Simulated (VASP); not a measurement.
A run of VASP 6.6.1 is set up as follows.

The input INCAR:

```
PREC = Accurate ; ENCUT = 520
EDIFF = 1E-7 ; ISMEAR = -1
SIGMA = 0.08 ; LREAL = F
LASPH = T ; NELM = 60
ALGO = Normal ; ISIF = 2
LWAVE = F ; LCHARG = F
GGA = CA ; NBANDS = 32
```

Contents of KPOINTS:

```
Automatic mesh
0
Gamma
  8 8 8
```

File POSCAR:

```
Bi2Te3
1.0
    2.2085012539      1.2750787934     10.0461367000
   -2.2085012539      1.2750787934     10.0461367000
    0.0000000000     -2.5501575869     10.0461367000
Bi Te
2 3
Direct
    0.8120000000      0.8120000000      0.8120000000
    0.4020000000      0.4020000000      0.4020000000
    0.6110000000      0.6110000000      0.6110000000
    0.2000000000      0.2000000000      0.2000000000
    0.0000000000      0.0000000000      0.0000000000
```

Potentials or basis: VASP PAW LDA potentials, release 64 (Bi_d, Te).

Run with:

```bash
$ cat potpaw_LDA.64/Bi_d/POTCAR potpaw_LDA.64/Te/POTCAR > POTCAR
$ mpirun -np 1 vasp_std > vasp.out
```

What does it give for the pressure?

-2.3 GPa.

What does it give for the largest force?

1.148 eV/Å.

Stress tensor (GPa, compression positive):
```
-1.83  0.00  0.00
 0.00 -1.83  0.00
 0.00  0.00 -3.18
```

Caveat: the cell differs from its parent crystal (zz strain of +1 %); forces of over 1 eV/Å act on the atoms, so gaps and moduli don't describe the material at rest.
